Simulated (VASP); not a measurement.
# ZnS (P6_3mc) in VASP: single point with PBE

Aim: the single point of ZnS with PBE.

Everything below comes from runs of VASP 6.6.1. Logs are shortened: lines on timing, memory, paths and dates and some standing lists are left out, and cuts for length are marked.

**1. The cell of the first run**

The structure is hexagonal, space group P6_3mc (No. 186). Conventional cell: a = 3.870 Å, b = 3.870 Å, c = 25.288 Å, α = 90.00°, β = 90.00°, γ = 120.00°. Zn (site symmetry 3m) has 4 S at 2.37 Å within 3.1 Å. Zn (site symmetry 3m) has 4 S at 2.37 Å within 3.1 Å. Within 3.1 Å of Zn (site symmetry 3m) lie 4 S at 2.37 Å. Within 3.1 Å of Zn (site symmetry 3m) lie 4 S at 2.37 Å. Within 3.1 Å of S (site symmetry 3m) lie 4 Zn at 2.37 Å. S (site symmetry 3m) has 4 Zn at 2.37 Å within 3.1 Å. S (site symmetry 3m) has 4 Zn at 2.37 Å within 3.1 Å. S (site symmetry 3m) has 4 Zn at 2.37 Å within 3.1 Å.

**2. Single point, PBE (20.50 Å³/atom)**

INCAR reads:

```
SYSTEM = ZnS
ALGO = Normal
EDIFF = 1E-7
ENCUT = 520
GGA = PE
ISIF = 2
ISMEAR = -1
LASPH = .TRUE.
LCHARG = .FALSE.
LREAL = Auto
LWAVE = .FALSE.
NBANDS = 86
NELM = 80
PREC = Accurate
SIGMA = 0.02
```

KPOINTS reads:

```
k-points
0
G
  8 8 2
  0 0 0
```

POSCAR reads:

```
ZnS
1.0
    3.8702689226      0.0000000000      0.0000000000
   -1.9351344613      3.3517512065      0.0000000000
    0.0000000000      0.0000000000     25.2884587194
Zn S
8 8
Direct
    0.0000000000      0.0000000000      0.0000026567
    0.0000000000      0.0000000000      0.5000026567
    0.3333333333      0.6666666667      0.1249281714
    0.6666666667      0.3333333333      0.6249281714
    0.3333333333      0.6666666667      0.3750898986
    0.6666666667      0.3333333333      0.8750898986
    0.3333333333      0.6666666667      0.7500146005
    0.6666666667      0.3333333333      0.2500146005
    0.0000000000      0.0000000000      0.0937606621
    0.0000000000      0.0000000000      0.5937606621
    0.3333333333      0.6666666667      0.2186851917
    0.6666666667      0.3333333333      0.7186851917
    0.3333333333      0.6666666667      0.4688336000
    0.6666666667      0.3333333333      0.9688336000
    0.3333333333      0.6666666667      0.8438852190
    0.6666666667      0.3333333333      0.3438852190
```

Potentials or basis: VASP PAW PBE potentials, release 64 (Zn, S).

Command:

```console
> cat potpaw_PBE.64/Zn/POTCAR potpaw_PBE.64/S/POTCAR > POTCAR
> mpirun -np 1 vasp_std > vasp.out
```

OUTCAR:

```text
SYSTEM = ZnS
   EDIFF = 1E-7
   ENCUT = 520
   GGA = PE
   ISIF = 2
   ISMEAR = -1
   LASPH = .TRUE.
   LREAL = Auto
   NELM = 80
   PREC = Accurate

 ion  position               nearest neighbor table
   1  0.000  0.000  0.000-  14 2.37  14 2.37  14 2.37   9 2.37
   2  0.000  0.000  0.500-  13 2.37  13 2.37  13 2.37  10 2.37
   3  0.333  0.667  0.125-   9 2.37   9 2.37   9 2.37  11 2.37
   4  0.667  0.333  0.625-  10 2.37  10 2.37  10 2.37  12 2.37
   5  0.333  0.667  0.375-  16 2.37  16 2.37  16 2.37  13 2.37
   6  0.667  0.333  0.875-  15 2.37  15 2.37  15 2.37  14 2.37
[... 8 lines left out ...]
  15  0.333  0.667  0.844-   6 2.37   6 2.37   6 2.37   7 2.37
  16  0.667  0.333  0.344-   5 2.37   5 2.37   5 2.37   8 2.37

  LATTYP: Found a hexagonal cell.
 ALAT       =     3.8702689226
 C/A-ratio  =     6.5340314136

  Lattice vectors:

 A1 = (   3.8702689226,   0.0000000000,   0.0000000000)
 A2 = (  -1.9351344613,   3.3517512065,   0.0000000000)
 A3 = (   0.0000000000,   0.0000000000,  25.2884587194)

Analysis of symmetry for initial positions (statically):
=====================================================================
 Subroutine PRICEL returns:
 Original cell was already a primitive cell.

 Routine SETGRP: Setting up the symmetry group for a
 hexagonal supercell.

 Subroutine GETGRP returns: Found 12 space group operations
 (whereof  6 operations were pure point group operations)
 out of a pool of 24 trial point group operations.

The static configuration has the point symmetry C_3v.
 The point group associated with its full space group is C_6v.

Analysis of symmetry for dynamics (positions and initial velocities):
=====================================================================
 Subroutine PRICEL returns:
 Original cell was already a primitive cell.

 Routine SETGRP: Setting up the symmetry group for a
 hexagonal supercell.

 Subroutine GETGRP returns: Found 12 space group operations
 (whereof  6 operations were pure point group operations)
 out of a pool of 24 trial point group operations.

The dynamic configuration has the point symmetry C_3v.
 The point group associated with its full space group is C_6v.

 Subroutine INISYM returns: Found 12 space group operations
 (whereof  6 operations are pure point group operations),
 and found     1 'primitive' translations

----------------------------------------------------------------------------------------
[... 120 lines left out ...]
   IBRION =     -1    ionic relax: 0-MD 1-quasi-New 2-CG
   NFREE  =      0    steps in history (QN), initial steepest desc. (CG)
   ISIF   =      2    stress and relaxation
   ISYM   =      2    0-nonsym 1-usesym 2-fastsym
   POTIM  = 0.5000    time-step for ionic-motion
   TEBEG  =    0.0;   TEEND  =   0.0 temperature during run
   PSTRESS=    0.0 pullay stress
   NELECT =     144.0000    total number of electrons
   NUPDOWN=      -1.0000    fix difference up-down
   EMIN   =  10.00;   EMAX   =-10.00  energy-range for DOS
   EFERMI =   0.00;   METHOD = LEGACY
   ISMEAR =    -1;   SIGMA  =   0.02  broadening in eV -4-tet -1-fermi 0-gaus
   EFERMI_NEDOS =   21; number of points for ismear=-14 and -15
   IALGO  =     38    algorithm
   IMIX   =      4    mixing-type and parameters
     AMIX     =   0.40;   BMIX     =  1.00
     AMIX_MAG =   1.60;   BMIX_MAG =  1.00
  volume/ion in A,a.u.               =      20.50       138.36
  Fermi-wavevector in a.u.,A,eV,Ry     =   1.244182  2.351163 21.061666  1.547989
  Thomas-Fermi vector in A             =   2.378460
   LORBIT       =      0    0 simple, 1 ext, 2 COOP (PROOUT), +10 PAW based schemes
   GGA     = PE    functional components
   LHFCALC =     F    Hartree Fock is set to
   AEXX    =    0.0000 exact exchange contribution
   IVDW    =     0    specifies the selected vdW correction
   LEPSILON=     F    determine dielectric tensor
   LRPA    =     F    only Hartree local field effects (RPA)
 non-spin polarized calculation
  energy-cutoff  :      520.00
  volume of cell :      328.05
 maximum number of plane-waves:      8879
 NGX is ok and might be reduce to    30
   NGX = 15   NGY = 15   NGZ = 95

 number of electron     144.0000099 magnetization

 Free energy of the ion-electron system (eV)
  ---------------------------------------------------
  ext. energy  EPLUGINS =         0.00000000
  ---------------------------------------------------
  free energy    TOTEN  =       -54.80183063 eV

  energy without entropy =      -54.80183063  energy(sigma->0) =      -54.80183063

 E-fermi :   2.2088     XC(G=0):  -9.4480

 val. band max:        1.7581193097   @ k =   0.0000   0.0000   0.0000
 cond. band min:       3.7224224623   @ k =   0.0000   0.0000   0.0000
 fundamental gap:      1.9643031526
 Fermi energy:         2.2088309984

 k-point     1 :       0.0000    0.0000    0.0000
  band No.  band energies     occupation
      1     -11.1260      2.00000
      2     -11.0197      2.00000
      3     -11.0135      2.00000
      4     -10.7344      2.00000
      5     -10.7300      2.00000
      6     -10.4160      2.00000
[... 1729 lines left out ...]
     83       7.6471      0.00000
     84       7.6471      0.00000
 [bands above 84 left out]

------------------------ aborting loop because EDIFF is reached ----------------------------------------

  FORCE on cell =-STRESS in cart. coord.  units (eV):
  Direction    XX          YY          ZZ          XY          YZ          ZX
  --------------------------------------------------------------------------------------
  -------------------------------------------------------------------------------------
  Total       -2.0286275     -2.0286275     -1.8956867      0.0000000      0.0000000      0.0000000
  in kB       -9.9078087     -9.9078087     -9.2585266      0.0000000      0.0000000      0.0000000
  external PRESSURE =      -9.6913813 kB  Pullay stress =       0.0000000 kB

 VOLUME and BASIS-vectors are now :
 -----------------------------------------------------------------------------
  energy-cutoff  :      520.00
  volume of cell :      328.05
      direct lattice vectors                 reciprocal lattice vectors
     3.870268923  0.000000000  0.000000000     0.258379978  0.149175750  0.000000000
    -1.935134461  3.351751206  0.000000000     0.000000000  0.298351500  0.000000000
     0.000000000  0.000000000 25.288458719     0.000000000  0.000000000  0.039543731

 POSITION                                       TOTAL-FORCE (eV/Angst)
 -----------------------------------------------------------------------------------
      0.00000      0.00000      0.00007        -0.000000      0.000000      0.004134
      0.00000      0.00000     12.64430         0.000000     -0.000000      0.004134
     -0.00000      2.23450      3.15924         0.000000      0.000000      0.005197
      1.93513      1.11725     15.80347        -0.000000     -0.000000      0.005197
     -0.00000      2.23450      9.48545        -0.000000      0.000000      0.003550
      1.93513      1.11725     22.12967         0.000000     -0.000000      0.003550
[... 8 lines left out ...]
     -0.00000      2.23450     21.34056         0.000000      0.000000      0.004393
      1.93513      1.11725      8.69633        -0.000000     -0.000000      0.004393
 -----------------------------------------------------------------------------------
    total drift:                               -0.000001     -0.000001      0.000755

  FREE ENERGIE OF THE ION-ELECTRON SYSTEM (eV)
  ---------------------------------------------------
  free  energy   TOTEN  =       -54.8018306300 eV

  energy  without entropy=      -54.8018306300  energy(sigma->0) =      -54.80183063
```

OSZICAR:

```text
N       E                     dE             d eps       ncg     rms          rms(c)
DAV:   1     0.133656275359E+04    0.13366E+04   -0.64271E+04  3440   0.200E+03
DAV:   2     0.175588410542E+03   -0.11610E+04   -0.11145E+04  3440   0.493E+02
DAV:   3    -0.420170674043E+02   -0.21761E+03   -0.21034E+03  3794   0.182E+02
[... 17 lines left out ...]
DAV:  21    -0.548018309712E+02    0.68283E-06   -0.70007E-07  3304   0.254E-02    0.178E-02
DAV:  22    -0.548018304854E+02    0.48581E-06   -0.34421E-06  3896   0.403E-02    0.941E-03
DAV:  23    -0.548018307584E+02   -0.27295E-06   -0.29976E-06  4234   0.134E-02    0.582E-03
DAV:  24    -0.548018305214E+02    0.23702E-06   -0.30672E-06  3916   0.339E-02    0.764E-03
DAV:  25    -0.548018306327E+02   -0.11130E-06   -0.63881E-07  2930   0.149E-02    0.353E-03
DAV:  26    -0.548018306300E+02    0.26521E-08   -0.14308E-07  2064   0.550E-03
   1 F= -.54801831E+02 E0= -.54801831E+02  d E =-.392404E-11
```

Run time: 53 min. Hardware: 1 thread of Intel Xeon 8259CL, shared host; peak memory 0.63 GiB.

What came out:

* Free energy: -54.8018 eV
* Pressure: -1.0 GPa
* Largest force: 0.007 eV/Å
* Band gap on the k mesh: 1.96 eV

Forces in eV/Å, atoms in the order of the input:
```
Zn   0.000  0.000  0.004
Zn   0.000  0.000  0.004
Zn   0.000  0.000  0.005
Zn   0.000  0.000  0.005
Zn   0.000  0.000  0.004
Zn   0.000  0.000  0.004
Zn   0.000  0.000  0.000
Zn   0.000  0.000  0.000
S    0.000  0.000 -0.004
S    0.000  0.000 -0.004
S    0.000  0.000 -0.007
S    0.000  0.000 -0.007
S    0.000  0.000 -0.006
S    0.000  0.000 -0.006
S    0.000  0.000  0.004
S    0.000  0.000  0.004
```
